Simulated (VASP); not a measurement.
Runs of VASP 6.6.1 on Ce. The structure is that of space group Fm-3m (No. 225), or close to it. The cells are those of the table. 

```tsv
spin	cell	k mesh	cutoff (eV)	smearing	gap on the mesh (eV)	pressure (GPa)
off	a = 3.362 Å, angles 60.0°, 1 atom	4 × 4 × 4	520	fermi-dirac 0.1 eV	none	0.0
off	a = 3.362 Å, angles 60.0°, 1 atom	15 × 15 × 15	520	fermi-dirac 0.1 eV	none	-0.3
off	a = 3.362 Å, angles 60.0°, 1 atom	7 × 7 × 7	520	fermi-dirac 0.1 eV	none	-0.2
off	a = 3.362 Å, angles 60.0°, 1 atom	11 × 11 × 11	500	methfessel-paxton 0.1 eV	none	-0.8
collinear, ferromagnetic start	a = 3.349 Å, angles 60.0°, 1 atom	6 × 6 × 6	500	fermi-dirac 0.1 eV	none	0.0
off	a = 3.362 Å, angles 60.0°, 1 atom	11 × 11 × 11	500	gaussian 0.6 eV	none	(a)
off	a = 3.362 Å, angles 60.0°, 1 atom	11 × 11 × 11	500	methfessel-paxton 0.03 eV	none	-0.8
```

Alike in all rows: task single point; level PBE; potentials or basis VASP PAW PBE potentials, release 64 (Ce).

Fill in the values left out.

(a) 2.3.

Caveats: some runs use coarse meshes; spin-orbit coupling is left out, which moves the levels of the heavy elements; the magnetic or orbital state may not be the lowest (some runs).

A k mesh can miss the band edges, and the runs leave out spin-orbit coupling on Ce.

A gap of «none» marks levels without a gap at the run's occupations.
